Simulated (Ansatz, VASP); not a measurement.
**Hf2C in VASP and in Ansatz**

File INCAR:

```
SYSTEM = Hf2C
ALGO     = Normal         ! electronic algorithm
EDIFF    = 1E-7           ! SCF threshold, eV
EDIFFG   = -0.01          ! ionic threshold
ENCUT    = 600            ! plane-wave cutoff, eV
GGA      = PE             ! functional
IBRION   = 2              ! ionic algorithm
ISIF     = 3              ! what is computed and relaxed
ISMEAR   = 0              ! smearing method
LASPH    = .TRUE.         ! aspherical terms in the spheres
LCHARG   = .FALSE.        ! write CHGCAR
LREAL    = .FALSE.        ! projectors in reciprocal space
LWAVE    = .FALSE.        ! write WAVECAR
NELM     = 80             ! most SCF steps
NSW      = 100            ! ionic steps
PREC     = Accurate       ! precision mode
SIGMA    = 0.1            ! smearing width, eV
```

Contents of KPOINTS:

```
k-points
0
G
  12 12 12
  0 0 0
```

File POSCAR:

```
Hf2C
1.0
    2.0844347174      1.2034489452      3.0987983627
   -2.0844347174      1.2034489452      3.0987983627
    0.0000000000     -2.4068978904      3.0987983627
Hf C
2 1
Direct
    0.2519179029      0.2519179029      0.2519179029
    0.7480820971      0.7480820971      0.7480820971
    0.0000000000      0.0000000000      0.0000000000
```

Input for Ansatz:

```yaml
crystal:
  lattice:
    - [2.0844347174, 1.2034489452, 3.0987983627]
    - [-2.0844347174, 1.2034489452, 3.0987983627]
    - [0.0, -2.4068978904, 3.0987983627]
  atoms:
    - { symbol: Hf, position: [0.2519179029, 0.2519179029, 0.2519179029] }
    - { symbol: Hf, position: [0.7480820971, 0.7480820971, 0.7480820971] }
    - { symbol: C, position: [0.0, 0.0, 0.0] }
basis:
  ecutwfc: 420
kpoints:
  mp_grid: { grid: [12, 12, 12] }
hamiltonian:
  xc: pbe
scf:
  occupations: { method: gaussian, width: 0.1 }
output:
  forces: true
  stress: true
  eigenvalues: true
  write_density: true
  write_potential: true
  elf: true
  volumetric_format: npy
relax:
  adjacent_minimum: "off"
  f_tol: 0.01
  max_steps: 80
  cell: { stress_tol: 0.05 }
```

Alike in both runs: task relaxation of cell and atoms; functional PBE; k mesh 12 × 12 × 12; occupations gaussian, width 0.1 eV; no spin polarisation.

```csv
,VASP,Ansatz
version,VASP 6.6.1,Ansatz 0.2.0
potentials or method,"VASP PAW PBE potentials, release 64 (Hf_pv, C), cutoff 600 eV","scalar-relativistic, plane waves, PAW"
valence electrons in the cell,24,56
```

|  | VASP | Ansatz | Ansatz less VASP |
| --- | --- | --- | --- |
| gap on the k mesh at the Fermi level, each at its own relaxed structure (eV) | none | none | - |
| relaxed volume (Å³/atom) | 15.46 | 15.53 | +0.071 |
| relaxed cell length with the largest relative difference (Å) | 3.934 | 3.935 | +0.0015 |

A gap of «none» marks a metal or a gap that the smearing closes. VASP's potentials hold 24 valence electrons a cell and Ansatz's 56, so a difference there can come from the potentials and not from the codes.

Neither program's run includes spin-orbit coupling.
